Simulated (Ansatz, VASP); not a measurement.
## One calculation of GaN, two programs

```xyz
2
Lattice="0.0000 2.2276 2.2276 2.2276 0.0000 2.2276 2.2276 2.2276 0.0000" Properties=species:S:1:pos:R:3 pbc="T T T"
Ga    0.0000    0.0000    0.0000
N     1.1138    1.1138    1.1138
```

Alike in both runs: functional LDA; k mesh 10 × 10 × 10; occupations gaussian, width 0.02 eV; no spin polarisation.

Ansatz relaxed the structure, and its values are those at the end. VASP's run is a single point on that final structure, the one shown.

|  | VASP | Ansatz |
| --- | --- | --- |
| version | VASP 6.6.1 | Ansatz 0.2.0 |
| potentials or method | VASP PAW LDA potentials, release 64 (Ga_d, N_h), cutoff 1330 eV | scalar-relativistic, plane waves, PAW |
| valence electrons in the cell | 18 | 18 |

VASP gave:

| Property | Result |
| --- | --- |
| gap on the k mesh at the Fermi level (eV) | 1.97 |
| least direct gap on the mesh (eV) | 1.97 |
| pressure (GPa) | 1.0 |

**Question.** Which values does Ansatz return?

**Answer.** gap on the k mesh at the Fermi level (eV): 1.96; least direct gap on the mesh (eV): 1.96; pressure (GPa): 0.0.

Ansatz warns that its potentials were made for another functional, while VASP's fit it. LDA's correlation is that of Perdew and Zunger in VASP and of Perdew and Wang (1992) in Ansatz.
